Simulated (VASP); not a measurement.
# Mg3Sn2Ir (P4/mmm) in VASP: a series of runs

Runs on Mg3Sn2Ir. Level: PBE. Tasks: relaxation of cell and atoms, single point.

Program: VASP 6.6.1. These are calculated values, not measurements. Logs are shortened: lines on timing, memory, paths and dates and some standing lists are left out, and cuts for length are marked.

## Step 1: The cell of the first run

The structure is tetragonal, space group P4/mmm (No. 123). Conventional cell: a = 3.631 Å, b = 3.631 Å, c = 10.893 Å, α = 90.00°, β = 90.00°, γ = 90.00°. Mg (site symmetry 4mm) has 4 Sn at 3.14 Å and 4 Ir at 3.14 Å and 6 Mg at 3.63 Å within 4.1 Å. Mg (site symmetry 4/mmm) has 8 Sn at 3.14 Å and 6 Mg at 3.63 Å within 4.1 Å. Sn (site symmetry 4mm) has 8 Mg at 3.14 Å and 1 Ir at 3.63 Å and 5 Sn at 3.63 Å within 4.1 Å. Within 4.1 Å of Ir (site symmetry 4/mmm) lie 8 Mg at 3.14 Å and 2 Sn at 3.63 Å and 4 Ir at 3.63 Å.

## Step 2: Relaxation of cell and atoms, PBE

File INCAR:

```
PREC     = Accurate       # precision mode
ENCUT    = 600            # plane-wave cutoff, eV
EDIFF    = 1E-6           # SCF threshold, eV
ISMEAR   = 0              # smearing method
SIGMA    = 0.1            # smearing width, eV
LREAL    = False          # projectors in reciprocal space
LASPH    = True           # aspherical terms in the spheres
NELM     = 100            # most SCF steps
ALGO     = Normal         # electronic algorithm
ISIF     = 3              # what is computed and relaxed
LWAVE    = False          # write WAVECAR
LCHARG   = False          # write CHGCAR
GGA      = PE             # functional
IBRION   = 2              # ionic algorithm
NSW      = 90             # ionic steps
EDIFFG   = -0.04          # ionic threshold
```

File KPOINTS:

```
Automatic mesh
0
Gamma
  6 6 2
```

File POSCAR:

```
Mg3Sn2Ir
1.0
    3.6311482900      0.0000000000      0.0000000000
    0.0000000000      3.6311482900      0.0000000000
    0.0000000000      0.0000000000     10.8934448800
Mg Sn Ir
3 2 1
Direct
    0.0000000000      0.0000000000      0.8333333300
    0.0000000000      0.0000000000      0.1666666700
    0.0000000000      0.0000000000      0.5000000000
    0.5000000000      0.5000000000      0.3333333300
    0.5000000000      0.5000000000      0.6666666700
    0.5000000000      0.5000000000      0.0000000000
```

Potentials or basis: VASP PAW PBE potentials, release 64 (Mg, Sn_d, Ir).

Run with:

```console
$ cat potpaw_PBE.64/Mg/POTCAR potpaw_PBE.64/Sn_d/POTCAR potpaw_PBE.64/Ir/POTCAR > POTCAR
$ mpirun -np 1 vasp_std > vasp.out
```

OUTCAR:

```text
PREC = Accurate
   ENCUT = 600
   EDIFF = 1E-6
   ISMEAR = 0
   LREAL = False
   LASPH = True
   NELM = 100
   ISIF = 3
   GGA = PE
   IBRION = 2
   NSW = 90
   EDIFFG = -0.04

 ion  position               nearest neighbor table
   1  0.000  0.000  0.833-   5 3.14   5 3.14   5 3.14   5 3.14   6 3.14   6 3.14   6 3.14   6 3.14
                             3 3.63   2 3.63
   2  0.000  0.000  0.167-   4 3.14   4 3.14   4 3.14   4 3.14   6 3.14   6 3.14   6 3.14   6 3.14
                             3 3.63   1 3.63
   3  0.000  0.000  0.500-   4 3.14   5 3.14   4 3.14   5 3.14   4 3.14   5 3.14   4 3.14   5 3.14
                             1 3.63   2 3.63
   4  0.500  0.500  0.333-   2 3.14   2 3.14   2 3.14   2 3.14   3 3.14   3 3.14   3 3.14   3 3.14
                             5 3.63
   5  0.500  0.500  0.667-   1 3.14   1 3.14   1 3.14   1 3.14   3 3.14   3 3.14   3 3.14   3 3.14
                             4 3.63
   6  0.500  0.500  0.000-   1 3.14   2 3.14   1 3.14   2 3.14   1 3.14   2 3.14   1 3.14   2 3.14

  LATTYP: Found a simple tetragonal cell.
 ALAT       =     3.6311482900
 C/A-ratio  =     3.0000000028

  Lattice vectors:

 A1 = (   3.6311482900,   0.0000000000,   0.0000000000)
 A2 = (   0.0000000000,   3.6311482900,   0.0000000000)
 A3 = (   0.0000000000,   0.0000000000,  10.8934448800)

Analysis of symmetry for initial positions (statically):
=====================================================================
 Subroutine PRICEL returns:
 Original cell was already a primitive cell.

 Routine SETGRP: Setting up the symmetry group for a
 simple tetragonal supercell.

 Subroutine GETGRP returns: Found 16 space group operations
 (whereof 16 operations were pure point group operations)
 out of a pool of 16 trial point group operations.

The static configuration has the point symmetry D_4h.

Analysis of symmetry for dynamics (positions and initial velocities):
=====================================================================
 Subroutine PRICEL returns:
 Original cell was already a primitive cell.

 Routine SETGRP: Setting up the symmetry group for a
 simple tetragonal supercell.

 Subroutine GETGRP returns: Found 16 space group operations
 (whereof 16 operations were pure point group operations)
 out of a pool of 16 trial point group operations.

The dynamic configuration has the point symmetry D_4h.

 Subroutine INISYM returns: Found 16 space group operations
 (whereof 16 operations are pure point group operations),
 and found     1 'primitive' translations

----------------------------------------------------------------------------------------

                                     Primitive cell

[... 93 lines left out ...]
   EDIFF  = 0.1E-05   stopping-criterion for ELM
   LREAL  =      F    real-space projection
   EDIFFG = -.4E-01   stopping-criterion for IOM
   NSW    =     90    number of steps for IOM
   IBRION =      2    ionic relax: 0-MD 1-quasi-New 2-CG
   NFREE  =      1    steps in history (QN), initial steepest desc. (CG)
   ISIF   =      3    stress and relaxation
   ISYM   =      2    0-nonsym 1-usesym 2-fastsym
   POTIM  = 0.5000    time-step for ionic-motion
   TEBEG  =    0.0;   TEEND  =   0.0 temperature during run
   PSTRESS=    0.0 pullay stress
   NELECT =      43.0000    total number of electrons
   NUPDOWN=      -1.0000    fix difference up-down
   EMIN   =  10.00;   EMAX   =-10.00  energy-range for DOS
   EFERMI =   0.00;   METHOD = LEGACY
   ISMEAR =     0;   SIGMA  =   0.10  broadening in eV -4-tet -1-fermi 0-gaus
   EFERMI_NEDOS =   21; number of points for ismear=-14 and -15
   IALGO  =     38    algorithm
   IMIX   =      4    mixing-type and parameters
     AMIX     =   0.40;   BMIX     =  1.00
     AMIX_MAG =   1.60;   BMIX_MAG =  1.00
  volume/ion in A,a.u.               =      23.94       161.55
  Fermi-wavevector in a.u.,A,eV,Ry     =   1.095166  2.069563 16.318669  1.199388
  Thomas-Fermi vector in A             =   2.231484
   LORBIT       =      0    0 simple, 1 ext, 2 COOP (PROOUT), +10 PAW based schemes
   GGA     = PE    functional components
   LHFCALC =     F    Hartree Fock is set to
   AEXX    =    0.0000 exact exchange contribution
   IVDW    =     0    specifies the selected vdW correction
   LEPSILON=     F    determine dielectric tensor
   LRPA    =     F    only Hartree local field effects (RPA)
 conjugate gradient relaxation of ions
 non-spin polarized calculation
 Gauss-broadening in eV      SIGMA  =   0.10
  energy-cutoff  :      600.00
  volume of cell :      143.63
 maximum number of plane-waves:      4822
 NGX is ok and might be reduce to    30
   NGX = 15   NGY = 15   NGZ = 43

--------------------------------------- Ionic step        1  -------------------------------------------

 number of electron      43.0000006 magnetization

 Free energy of the ion-electron system (eV)
  ---------------------------------------------------
  ext. energy  EPLUGINS =         0.00000000
  ---------------------------------------------------
  free energy    TOTEN  =       -20.36034035 eV

  energy without entropy =      -20.34459957  energy(sigma->0) =      -20.35246996

 E-fermi :   4.8742     XC(G=0):  -9.6627

 val. band max:        4.8566618071   @ k =   0.5000   0.3333   0.0000
 cond. band min:       4.8982733228   @ k =   0.3333   0.3333   0.0000
 fundamental gap:      0.0416115156
 Fermi energy:         4.8741756432

 k-point     1 :       0.0000    0.0000    0.0000
  band No.  band energies     occupation
      1     -16.6238      2.00000
      2     -16.6219      2.00000
      3     -16.5761      2.00000
      4     -16.5643      2.00000
      5     -16.5632      2.00000
      6     -16.5612      2.00000
[... 662 lines left out ...]
  FREE ENERGIE OF THE ION-ELECTRON SYSTEM (eV)
  ---------------------------------------------------
  free  energy   TOTEN  =       -21.4555733927 eV

  energy  without entropy=      -21.4464554480  energy(sigma->0) =      -21.45101442

[... ionic steps 4 to 31 ...]

--------------------------------------- Ionic step       32  -------------------------------------------

 number of electron      43.0000000 magnetization

------------------------ aborting loop because EDIFF is reached ----------------------------------------
[... 75 lines left out ...]
--------------------------------------- Ionic step       34  -------------------------------------------

 number of electron      43.0000000 magnetization

 Free energy of the ion-electron system (eV)
  ---------------------------------------------------
  ext. energy  EPLUGINS =         0.00000000
  ---------------------------------------------------
  free energy    TOTEN  =       -22.41940068 eV

  energy without entropy =      -22.40397673  energy(sigma->0) =      -22.41168871

 E-fermi :   5.9685     XC(G=0): -10.1640

 val. band max:        5.9305716058   @ k =   0.5000   0.3333   0.0000
 cond. band min:       6.0009561647   @ k =   0.5000   0.1667   0.5000
 fundamental gap:      0.0703845589
 Fermi energy:         5.9684943074

 k-point     1 :       0.0000    0.0000    0.0000
  band No.  band energies     occupation
      1     -15.5762      2.00000
      2     -15.5760      2.00000
      3     -15.4086      2.00000
      4     -15.4054      2.00000
      5     -15.2975      2.00000
      6     -15.2975      2.00000
[... 582 lines left out ...]
  FREE ENERGIE OF THE ION-ELECTRON SYSTEM (eV)
  ---------------------------------------------------
  free  energy   TOTEN  =       -22.4194006831 eV

  energy  without entropy=      -22.4039767292  energy(sigma->0) =      -22.41168871

 reached required accuracy - stopping structural energy minimisation
```

OSZICAR:

```text
N       E                     dE             d eps       ncg     rms          rms(c)
DAV:   1     0.366381007217E+03    0.36638E+03   -0.21365E+04  1000   0.212E+03
[... 352 lines left out ...]
DAV:   1    -0.224216605246E+02   -0.27614E-02   -0.55156E-02  1058   0.248E+00    0.246E-01
DAV:   2    -0.224202291705E+02    0.14314E-02   -0.10352E-02  1323   0.999E-01    0.148E-01
DAV:   3    -0.224196159620E+02    0.61321E-03   -0.35491E-03  1355   0.432E-01    0.810E-02
DAV:   4    -0.224194047577E+02    0.21120E-03   -0.57884E-04  1186   0.233E-01    0.229E-02
DAV:   5    -0.224194001834E+02    0.45743E-05   -0.12197E-04  1147   0.742E-02    0.856E-03
DAV:   6    -0.224194004857E+02   -0.30231E-06   -0.13212E-05  1178   0.330E-02    0.377E-03
DAV:   7    -0.224194006831E+02   -0.19739E-06   -0.58344E-07   563   0.744E-03
  34 F= -.22419401E+02 E0= -.22411689E+02  d E =-.500978E-03
```

CONTCAR:

```text
Mg3Sn2Ir
   1.00000000000000
     3.1482700463754041   -0.0000000000000000   -0.0000000000000000
    -0.0000000000000000    3.1482700463754041   -0.0000000000000000
     0.0000000000000000    0.0000000000000000   12.7053562504030477
  Mg              Sn              Ir
     3     2     1
Direct
     0.0000000000000000    0.0000000000000000    0.8786179320597043
     0.0000000000000000    1.0000000000000000    0.1213820679402954
     0.0000000000000000    0.0000000000000000    0.5000000000000000
     0.5000000000000000    0.5000000000000000    0.3167983607829186
     0.5000000000000000    0.5000000000000000    0.6832016392170813
     0.5000000000000000    0.5000000000000000    0.0000000000000000

  0.00000000E+00  0.00000000E+00  0.00000000E+00
  0.00000000E+00  0.00000000E+00  0.00000000E+00
  0.00000000E+00  0.00000000E+00  0.00000000E+00
  0.00000000E+00  0.00000000E+00  0.00000000E+00
  0.00000000E+00  0.00000000E+00  0.00000000E+00
  0.00000000E+00  0.00000000E+00  0.00000000E+00
```

It took 15 min on 1 thread of AMD EPYC 9R45 (Zen 5), shared host; peak memory 0.33 GiB.

Results:

```
Free energy                           : -22.4194 eV
Relaxed volume                        : 20.99 Å³/atom
Relaxed cell                          : a = 3.148 Å, b = 3.148 Å, c = 12.705 Å, α = 90.00°, β = 90.00°, γ = 90.00°
Space group after relaxing (to 0.1 Å) : P4/mmm (No. 123)
Energy gained by relaxing             : 343.2 meV/atom
Ionic steps                           : 34
Pressure after relaxing               : 0.0 GPa
Largest force after relaxing          : 0.029 eV/Å
Band gap on the k mesh                : zero (an odd number of electrons rules out a gap without spin polarisation)
```

Forces in eV/Å, atoms in the order of the input:
```
Mg   0.000  0.000  0.028
Mg   0.000  0.000 -0.028
Mg   0.000  0.000  0.000
Sn   0.000  0.000 -0.029
Sn   0.000  0.000  0.029
Ir   0.000  0.000  0.000
```

Stress tensor (GPa, compression positive):
```
 0.07  0.00  0.00
 0.00  0.07  0.00
 0.00  0.00 -0.10
```

The path:
```tsv
step	energy change (eV)	largest force (eV/Å)	pressure (GPa)	volume (Å³)
1	0.0000	1.9008	-8.10	143.63
2	-1.0655	1.8101	0.03	119.92
3	-1.0952	1.7154	2.67	115.81
4	-1.4384	0.9323	2.68	115.95
5	-1.5826	0.5428	3.37	116.12
6	-1.6638	0.3472	-2.02	125.24
7	-1.6721	0.3960	-0.85	122.93
8	-1.7114	0.2333	-0.60	122.39
9	-1.7424	0.3633	0.03	121.45
10	-1.7447	0.4460	0.38	121.07
11	-1.7884	0.2750	0.38	121.98
12	-1.8937	0.3931	0.91	124.31
13	-1.9083	0.3752	0.41	125.77
14	-1.9199	0.3590	-0.08	127.40
15	-1.9139	0.4348	-0.91	130.52
16	-1.9242	0.3725	-0.37	128.33
17	-1.9253	0.4175	-0.68	129.44
18	-1.9261	0.3953	-0.56	128.94
19	-1.9483	0.3360	-0.31	128.44
20	-1.9635	0.3522	-0.03	127.79
21	-1.9758	0.3684	0.51	126.44
22	-1.9759	0.3706	0.32	126.83
23	-1.9764	0.3685	0.42	126.64
24	-1.9931	0.3276	-0.18	127.44
25	-2.0081	0.2470	-1.32	129.11
26	-2.0184	0.2238	-1.13	128.64
27	-2.0420	0.1516	-0.55	127.23
28	-2.0517	0.0502	0.81	124.43
29	-2.0547	0.0521	0.28	125.45
30	-2.0548	0.0484	0.36	125.32
31	-2.0572	0.0493	0.17	125.65
32	-2.0581	0.0551	-0.28	126.42
33	-2.0586	0.0525	-0.13	126.13
34	-2.0591	0.0290	0.01	125.93
```

Final structure:
```xyz
6
Lattice="3.1483 0.0000 0.0000 0.0000 3.1483 0.0000 0.0000 0.0000 12.7054" Properties=species:S:1:pos:R:3 pbc="T T T"
Mg    0.0000    0.0000   11.1632
Mg    0.0000    3.1483    1.5422
Mg    0.0000    0.0000    6.3527
Sn    1.5741    1.5741    4.0250
Sn    1.5741    1.5741    8.6803
Ir    1.5741    1.5741    0.0000
```

Levels at points of the mesh, in eV from the Fermi level:
```
           k point  band 18  band 19  band 20  band 21  band 22  band 23  band 24  band 25
(0.00, 0.00, 0.00)    -0.84    -0.84    -0.35    -0.09     1.43     4.78     4.78     5.16
(0.50, 0.00, 0.00)    -2.36    -1.39    -1.36    -1.10    -0.64    -0.11     1.60     1.74
(0.50, 0.50, 0.00)    -1.72    -1.72    -1.53     0.76     0.76     1.01     1.16     1.20
(0.00, 0.00, 0.50)    -1.41    -0.84    -0.84    -0.09     2.77     4.68     4.81     5.11
(0.50, 0.00, 0.50)    -2.16    -2.16    -1.39    -0.64    -0.32     0.31     1.13     1.74
(0.50, 0.50, 0.50)    -1.92    -1.92    -1.39     0.63     0.95     0.95     1.01     1.14
```

Caveat: a cell axis changed by over 15 % at a fixed basis, so the end point is rough; spin-orbit coupling is left out, which moves the levels of the heavy elements.

(Part 1 of 2 ends here.)
